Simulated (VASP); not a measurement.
**SbS: relaxation of cell and atoms with PBE**

SbS:

```
CELL_PARAMETERS angstrom
0.00000 3.40251 3.40251
3.40251 0.00000 3.40251
3.40251 3.40251 0.00000
ATOMIC_POSITIONS crystal
Sb 0.00000 0.00000 0.00000
S 0.50000 0.50000 0.50000
```

```json
{"Program": "VASP 6.6.1", "Task": "relaxation of cell and atoms", "Functional": "PBE", "Potentials or basis": "VASP PAW PBE potentials, release 64 (Sb, S)", "Cutoff": "600 eV", "k mesh": "4 × 4 × 4", "Occupations": "gaussian, width 0.1 eV", "Spin": "no spin polarisation", "Dipole correction": "no", "Further INCAR settings": "ALGO = Normal; EDIFF = 1e-06; IBRION = 2; EDIFFG = -0.04; NSW = 90; ISIF = 3"}
```

```json
{
 "Relaxed volume": "24.49 Å³/atom",
 "Relaxed cell": "a = 4.107 Å, b = 4.107 Å, c = 4.107 Å, α = 60.00°, β = 60.00°, γ = 60.00°",
 "Space group after relaxing (to 0.05 Å)": "Fm-3m (No. 225)",
 "Energy gained by relaxing": "789.6 meV/atom",
 "Ionic steps": "5",
 "Pressure after relaxing": "-0.2 GPa"
}
```

Step by step:
```
step  energy change (eV)  largest force (eV/Å)  pressure (GPa)  volume (Å³)
   1              0.0000                0.0000          -10.64        78.78
   2             -1.5272                0.0000           -4.21        52.56
   3             -1.5791                0.0000           -0.33        49.09
   4             -1.5791                0.0000            0.35        48.59
   5             -1.5793                0.0000           -0.18        48.98
```

Final structure:
```
Sb S
1.0
     0.00000    2.90402    2.90402
     2.90402    0.00000    2.90402
     2.90402    2.90402    0.00000
Sb S
1 1
Cartesian
  0.0000 0.0000 0.0000
  2.9040 2.9040 2.9040
```

Levels at points of the mesh, in eV from the Fermi level:
```csv
k point,band 3,band 4,band 5,band 6,band 7,band 8
"(0.00, 0.00, 0.00)",-3.38,-3.38,-3.38,2.67,2.67,2.67
"(0.50, 0.00, 0.00)",-3.05,-3.05,-1.35,-1.09,-0.40,-0.40
"(0.50, 0.50, 0.00)",-6.73,-4.86,-4.86,2.26,3.59,3.59
```

Run time: 41 s on 1 thread of Intel(R) Xeon(R) Platinum 8375C CPU @ 2.90GHz (Ice Lake), on a shared host, peak memory 0.24 GiB.

Caveat: the k points lie up to 0.47 Å⁻¹ apart in the final cell; the volume moved by over 15 % at a fixed basis, so the end points are rough; spin-orbit coupling is left out, which moves the levels of the heavy elements.
